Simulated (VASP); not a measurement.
# TiO2 in VASP: single point with PBEsol

Aim: the single point of TiO2 with PBEsol.

Program: VASP 6.6.1. These are calculated values, not measurements. Logs are shortened: lines on timing, memory, paths and dates and some standing lists are left out, and cuts for length are marked.

## Step 1: The cell of the first run

The cell holds a slab with vacuum, 24 atoms: a = 2.939 Å, b = 6.493 Å, c = 27.279 Å, α = 90.00°, β = 90.00°, γ = 90.00°.

## Step 2: Single point, PBEsol

The input, INCAR:

```
SYSTEM = TiO2
ALGO = Normal
DIPOL = 0.5 0.5 0.500
EDIFF = 1E-7
ENCUT = 520
GGA = PS
IDIPOL = 3
ISIF = 2
ISMEAR = 0
LASPH = .TRUE.
LCHARG = .FALSE.
LDIPOL = .TRUE.
LREAL = Auto
LWAVE = .FALSE.
NBANDS = 114
NELM = 60
PREC = Accurate
SIGMA = 0.05
```

The input, KPOINTS:

```
k-points
0
G
  9 4 1
  0 0 0
```

The input, POSCAR:

```
TiO2
1.0
    2.9389940238      0.0000000000      0.0000000000
    0.0000000000      6.4930046438      0.0000000000
    0.0000000000      0.0000000000     27.2790672510
O Ti
16 8
Direct
    0.0000000000      0.0000000000      0.2749360867
    0.5000000000      0.3044387441      0.3214838712
    0.5000000000      0.6955612559      0.3214838712
    0.0000000000      0.0000000000      0.3680316557
    0.0000000000      0.5000000000      0.3939468393
    0.5000000000      0.8044387441      0.4404946237
    0.5000000000      0.1955612559      0.4404946237
    0.0000000000      0.5000000000      0.4870424082
    0.0000000000      0.0000000000      0.5129575918
    0.5000000000      0.3044387441      0.5595053763
    0.5000000000      0.6955612559      0.5595053763
    0.0000000000      0.0000000000      0.6060531607
    0.0000000000      0.5000000000      0.6319683443
    0.5000000000      0.8044387441      0.6785161288
    0.5000000000      0.1955612559      0.6785161288
    0.0000000000      0.5000000000      0.7250639133
    0.0000000000      0.5000000000      0.3214838712
    0.5000000000      0.0000000000      0.3214838712
    0.0000000000      0.0000000000      0.4404946237
    0.5000000000      0.5000000000      0.4404946237
    0.0000000000      0.5000000000      0.5595053763
    0.5000000000      0.0000000000      0.5595053763
    0.0000000000      0.0000000000      0.6785161288
    0.5000000000      0.5000000000      0.6785161288
```

Potentials or basis: VASP PAW PBE potentials, release 64 (O, Ti_sv).

Launch:

```
$ cat potpaw_PBE.64/O/POTCAR potpaw_PBE.64/Ti_sv/POTCAR > POTCAR
$ mpirun -np 1 vasp_std > vasp.out
```

OUTCAR:

```text
SYSTEM = TiO2
   EDIFF = 1E-7
   ENCUT = 520
   GGA = PS
   ISIF = 2
   ISMEAR = 0
   LASPH = .TRUE.
   LREAL = Auto
   NELM = 60
   PREC = Accurate

 ion  position               nearest neighbor table
   1  0.000  0.000  0.275-  18 1.94  18 1.94
   2  0.500  0.304  0.321-  17 1.94  17 1.94  18 1.98
   3  0.500  0.696  0.321-  17 1.94  17 1.94  18 1.98
   4  0.000  0.000  0.368-  18 1.94  18 1.94  19 1.98
   5  0.000  0.500  0.394-  20 1.94  20 1.94  17 1.98
   6  0.500  0.804  0.440-  19 1.94  19 1.94  20 1.98
   7  0.500  0.196  0.440-  19 1.94  19 1.94  20 1.98
   8  0.000  0.500  0.487-  20 1.94  20 1.94  21 1.98
   9  0.000  0.000  0.513-  22 1.94  22 1.94  19 1.98
  10  0.500  0.304  0.560-  21 1.94  21 1.94  22 1.98
  11  0.500  0.696  0.560-  21 1.94  21 1.94  22 1.98
  12  0.000  0.000  0.606-  22 1.94  22 1.94  23 1.98
  13  0.000  0.500  0.632-  24 1.94  24 1.94  21 1.98
  14  0.500  0.804  0.679-  23 1.94  23 1.94  24 1.98
  15  0.500  0.196  0.679-  23 1.94  23 1.94  24 1.98
  16  0.000  0.500  0.725-  24 1.94  24 1.94
  17  0.000  0.500  0.321-   2 1.94   3 1.94   2 1.94   3 1.94   5 1.98
  18  0.500  0.000  0.321-   1 1.94   4 1.94   1 1.94   4 1.94   3 1.98   2 1.98
  19  0.000  0.000  0.440-   6 1.94   7 1.94   6 1.94   7 1.94   4 1.98   9 1.98
  20  0.500  0.500  0.440-   5 1.94   5 1.94   8 1.94   8 1.94   7 1.98   6 1.98
  21  0.000  0.500  0.560-  10 1.94  11 1.94  10 1.94  11 1.94  13 1.98   8 1.98
  22  0.500  0.000  0.560-  12 1.94  12 1.94   9 1.94   9 1.94  11 1.98  10 1.98
  23  0.000  0.000  0.679-  14 1.94  15 1.94  14 1.94  15 1.94  12 1.98
  24  0.500  0.500  0.679-  13 1.94  16 1.94  13 1.94  16 1.94  15 1.98  14 1.98

  LATTYP: Found a simple orthorhombic cell.
 ALAT       =     2.9389940238
 B/A-ratio  =     2.2092609210
 C/A-ratio  =     9.2817702350

  Lattice vectors:

 A1 = (   2.9389940238,   0.0000000000,   0.0000000000)
 A2 = (   0.0000000000,   6.4930046438,   0.0000000000)
 A3 = (   0.0000000000,   0.0000000000,  27.2790672510)

Analysis of symmetry for initial positions (statically):
=====================================================================
 Subroutine PRICEL returns:
 Original cell was already a primitive cell.

 Routine SETGRP: Setting up the symmetry group for a
 simple orthorhombic supercell.

 Subroutine GETGRP returns: Found  8 space group operations
 (whereof  4 operations were pure point group operations)
 out of a pool of  8 trial point group operations.

The static configuration has the point symmetry C_2v.
 The point group associated with its full space group is D_2h.

Analysis of symmetry for dynamics (positions and initial velocities):
=====================================================================
 Subroutine PRICEL returns:
 Original cell was already a primitive cell.

 Routine SETGRP: Setting up the symmetry group for a
 simple orthorhombic supercell.

 Subroutine GETGRP returns: Found  8 space group operations
 (whereof  4 operations were pure point group operations)
 out of a pool of  8 trial point group operations.

The dynamic configuration has the point symmetry C_2v.
 The point group associated with its full space group is D_2h.

 Subroutine INISYM returns: Found  8 space group operations
 (whereof  4 operations are pure point group operations),
 and found     1 'primitive' translations

----------------------------------------------------------------------------------------

                                     Primitive cell

  volume of cell :     520.5638

  direct lattice vectors                    reciprocal lattice vectors
     2.938994024  0.000000000  0.000000000     0.340252478  0.000000000  0.000000000
     0.000000000  6.493004644  0.000000000     0.000000000  0.154011903  0.000000000
     0.000000000  0.000000000 27.279067251     0.000000000  0.000000000  0.036658145

  length of vectors
     2.938994024  6.493004644 27.279067251     0.340252478  0.154011903  0.036658145

  position of ions in fractional coordinates (direct lattice)
     0.000000000  0.000000000  0.274936087
     0.500000000  0.304438744  0.321483871
     0.500000000  0.695561256  0.321483871
     0.000000000  0.000000000  0.368031656
     0.000000000  0.500000000  0.393946839
     0.500000000  0.804438744  0.440494624
[... 16 lines left out ...]
     0.000000000  0.000000000  0.678516129
     0.500000000  0.500000000  0.678516129

  ion indices of the primitive-cell ions
   primitive index   ion index
                 1           1
                 2           2
                 3           3
                 4           4
                 5           5
                 6           6
[... 16 lines left out ...]
                23          23
                24          24

----------------------------------------------------------------------------------------

 KPOINTS: k-points

Automatic generation of k-mesh.
 Grid dimensions read from file:
 generate k-points for:    9    4    1

 Generating k-lattice:

  Cartesian coordinates                     Fractional coordinates (reciprocal lattice)
     0.037805831  0.000000000  0.000000000     0.111111111  0.000000000  0.000000000
     0.000000000  0.038502976  0.000000000     0.000000000  0.250000000  0.000000000
     0.000000000  0.000000000  0.036658145     0.000000000  0.000000000  1.000000000

  Length of vectors
     0.037805831  0.038502976  0.036658145

  Shift w.r.t. Gamma in fractional coordinates (k-lattice)
     0.000000000  0.000000000  0.000000000

 Subroutine IBZKPT returns following result:
 ===========================================

 Found     15 irreducible k-points:

 Following reciprocal coordinates:
            Coordinates               Weight
  0.000000  0.000000  0.000000      1.000000
  0.111111  0.000000  0.000000      2.000000
  0.222222  0.000000  0.000000      2.000000
  0.333333  0.000000  0.000000      2.000000
  0.444444  0.000000  0.000000      2.000000
  0.000000  0.250000  0.000000      2.000000
  0.111111  0.250000  0.000000      4.000000
  0.222222  0.250000  0.000000      4.000000
  0.333333  0.250000  0.000000      4.000000
  0.444444  0.250000  0.000000      4.000000
  0.000000  0.500000  0.000000      1.000000
  0.111111  0.500000  0.000000      2.000000
  0.222222  0.500000  0.000000      2.000000
  0.333333  0.500000  0.000000      2.000000
  0.444444  0.500000  0.000000      2.000000
   k-points           NKPTS =     15   k-points in BZ     NKDIM =     15   number of bands    NBANDS=    114
   number of dos      NEDOS =    301   number of ions     NIONS =     24
   total plane-waves  NPLWV = 241920
   dimension x,y,z NGX =    24 NGY =   48 NGZ =  210
   dimension x,y,z NGXF=    48 NGYF=   96 NGZF=  420
   ions per type =              16   8
   NGX,Y,Z   is equivalent  to a cutoff of  13.58, 12.29, 12.80 a.u.
   NGXF,Y,Z  is equivalent  to a cutoff of  27.15, 24.58, 25.60 a.u.
 SYSTEM =  TiO2
   PREC   = accura    normal or accurate (medium, high low for compatibility)
   ISTART =      0    job   : 0-new  1-cont  2-samecut
   ICHARG =      2    charge: 1-file 2-atom 10-const
   ISPIN  =      1    spin polarized calculation?
   LNONCOLLINEAR =      F non collinear calculations
   LSORBIT =      F    spin-orbit coupling
   LASPH  =      T    aspherical Exc in radial PAW
   ENCUT  =  520.0 eV  38.22 Ry    6.18 a.u.   5.46 12.07 50.72*2*pi/ulx,y,z
   NELM   =     60;   NELMIN=  2; NELMDL= -5     # of ELM steps
   EDIFF  = 0.1E-06   stopping-criterion for ELM
   LREAL  =      T    real-space projection
   EDIFFG = 0.1E-05   stopping-criterion for IOM
   NSW    =      0    number of steps for IOM
   IBRION =     -1    ionic relax: 0-MD 1-quasi-New 2-CG
   NFREE  =      0    steps in history (QN), initial steepest desc. (CG)
   ISIF   =      2    stress and relaxation
   ISYM   =      2    0-nonsym 1-usesym 2-fastsym
   POTIM  = 0.5000    time-step for ionic-motion
   TEBEG  =    0.0;   TEEND  =   0.0 temperature during run
   PSTRESS=    0.0 pullay stress
   NELECT =     192.0000    total number of electrons
   NUPDOWN=      -1.0000    fix difference up-down
   EMIN   =  10.00;   EMAX   =-10.00  energy-range for DOS
   EFERMI =   0.00;   METHOD = LEGACY
   ISMEAR =     0;   SIGMA  =   0.05  broadening in eV -4-tet -1-fermi 0-gaus
   EFERMI_NEDOS =   21; number of points for ismear=-14 and -15
   IALGO  =     38    algorithm
   IMIX   =      4    mixing-type and parameters
     AMIX     =   0.40;   BMIX     =  1.00
     AMIX_MAG =   1.60;   BMIX_MAG =  1.00
  volume/ion in A,a.u.               =      21.69       146.37
  Fermi-wavevector in a.u.,A,eV,Ry     =   1.174043  2.218619 18.753951  1.378376
  Thomas-Fermi vector in A             =   2.310446
   LORBIT       =      0    0 simple, 1 ext, 2 COOP (PROOUT), +10 PAW based schemes
   GGA     = PS    functional components
   LHFCALC =     F    Hartree Fock is set to
   AEXX    =    0.0000 exact exchange contribution
   IVDW    =     0    specifies the selected vdW correction
   LEPSILON=     F    determine dielectric tensor
   LRPA    =     F    only Hartree local field effects (RPA)
 non-spin polarized calculation
 Gauss-broadening in eV      SIGMA  =   0.05
  energy-cutoff  :      520.00
  volume of cell :      520.56
 maximum number of plane-waves:     14095
 NGX is ok and might be reduce to    24
   NGX = 11   NGY = 25   NGZ =101

 dipolmoment           0.000000      0.000000     -0.000000 electrons x Angstroem

 number of electron     191.9999954 magnetization

 dipolmoment           0.000000      0.000000      0.000000 electrons x Angstroem

 Free energy of the ion-electron system (eV)
  ---------------------------------------------------
  ext. energy  EPLUGINS =         0.00000000
  ---------------------------------------------------
  free energy    TOTEN  =      -220.81671757 eV

  energy without entropy =     -220.81671757  energy(sigma->0) =     -220.81671757

 E-fermi :  -1.0400     XC(G=0):  -6.0478

 val. band max:       -1.3334215595   @ k =   0.2222   0.5000   0.0000
 cond. band min:       0.0127194414   @ k =   0.0000   0.0000   0.0000
 fundamental gap:      1.3461410009
 Fermi energy:        -1.0399810738

 k-point     1 :       0.0000    0.0000    0.0000
  band No.  band energies     occupation
      1     -58.7709      2.00000
      2     -58.7709      2.00000
      3     -58.2727      2.00000
      4     -58.2725      2.00000
      5     -58.0086      2.00000
      6     -58.0085      2.00000
[... 100 lines left out ...]
    107       0.9548      0.00000
    108       1.1861      0.00000

 k-point     2 :       0.1111    0.0000    0.0000
  band No.  band energies     occupation
      1     -58.7657      2.00000
      2     -58.7657      2.00000
      3     -58.2675      2.00000
      4     -58.2673      2.00000
      5     -58.0033      2.00000
      6     -58.0032      2.00000
[... 1435 lines left out ...]
 k-point    15 :       0.4444    0.5000    0.0000
  band No.  band energies     occupation
      1     -58.7277      2.00000
      2     -58.7277      2.00000
      3     -58.2287      2.00000
      4     -58.2287      2.00000
      5     -57.9648      2.00000
      6     -57.9648      2.00000
[... 100 lines left out ...]
    107       1.5411      0.00000
    108       1.5411      0.00000
 [bands above 108 left out]

------------------------ aborting loop because EDIFF is reached ----------------------------------------

 vacuum level on the upper side and lower side of the slab       (xc-potential included)        -0.084        -0.084

  FORCE on cell =-STRESS in cart. coord.  units (eV):
  Direction    XX          YY          ZZ          XY          YZ          ZX
  --------------------------------------------------------------------------------------
  -------------------------------------------------------------------------------------
  Total       -5.9071468      3.1928930     -7.0909704      0.0000000      0.0000000      0.0000000
  in kB      -18.1808595      9.8270013    -21.8244004      0.0000000      0.0000000      0.0000000
  external PRESSURE =     -10.0594195 kB  Pullay stress =       0.0000000 kB

 VOLUME and BASIS-vectors are now :
 -----------------------------------------------------------------------------
  energy-cutoff  :      520.00
  volume of cell :      520.56
      direct lattice vectors                 reciprocal lattice vectors
     2.938994024  0.000000000  0.000000000     0.340252478  0.000000000  0.000000000
     0.000000000  6.493004644  0.000000000     0.000000000  0.154011903  0.000000000
     0.000000000  0.000000000 27.279067251     0.000000000  0.000000000  0.036658145

 POSITION                                       TOTAL-FORCE (eV/Angst)
 -----------------------------------------------------------------------------------
      0.00000      0.00000      7.50000         0.000000      0.000000      2.057336
      1.46950      1.97672      8.76978         0.000000      1.766057     -0.783850
      1.46950      4.51628      8.76978         0.000000     -1.766057     -0.783850
      0.00000      0.00000     10.03956         0.000000      0.000000      1.786202
      0.00000      3.24650     10.74650         0.000000      0.000000     -1.522745
      1.46950      5.22322     12.01628         0.000000     -0.317216      0.074078
[... 16 lines left out ...]
      0.00000      0.00000     18.50929         0.000000      0.000000     -2.901574
      1.46950      3.24650     18.50929         0.000000      0.000000      3.571998
 -----------------------------------------------------------------------------------
    total drift:                                0.000000      0.000000     -0.000000

  FREE ENERGIE OF THE ION-ELECTRON SYSTEM (eV)
  ---------------------------------------------------
  free  energy   TOTEN  =      -220.8167175698 eV

  energy  without entropy=     -220.8167175698  energy(sigma->0) =     -220.81671757

 vacuum level on the upper side and lower side of the slab         5.766         5.766
```

Run time: 60 min. Hardware: 1 thread of Oxide Virtual Turin-like, shared host; peak memory 0.82 GiB.

What came out:

* Free energy: -220.8167 eV
* Largest force: 3.572 eV/Å
* Band gap on the k mesh: 1.35 eV (least direct gap 1.36 eV)

Forces in eV/Å, atoms in the order of the input:
```
O    0.000  0.000  2.057
O    0.000  1.766 -0.784
O    0.000 -1.766 -0.784
O    0.000  0.000  1.786
O    0.000  0.000 -1.523
O    0.000 -0.317  0.074
O    0.000  0.317  0.074
O    0.000  0.000 -0.562
O    0.000  0.000  0.562
O    0.000 -0.317 -0.074
O    0.000  0.317 -0.074
O    0.000  0.000  1.523
O    0.000  0.000 -1.786
O    0.000  1.766  0.784
O    0.000 -1.766  0.784
O    0.000  0.000 -2.057
Ti   0.000  0.000  2.902
Ti   0.000  0.000 -3.572
Ti   0.000  0.000 -1.032
Ti   0.000  0.000  0.755
Ti   0.000  0.000  1.032
Ti   0.000  0.000 -0.755
Ti   0.000  0.000 -2.902
Ti   0.000  0.000  3.572
```

Caveat: the PAW data sets were made with another functional, which shifts forces and pressure a little.
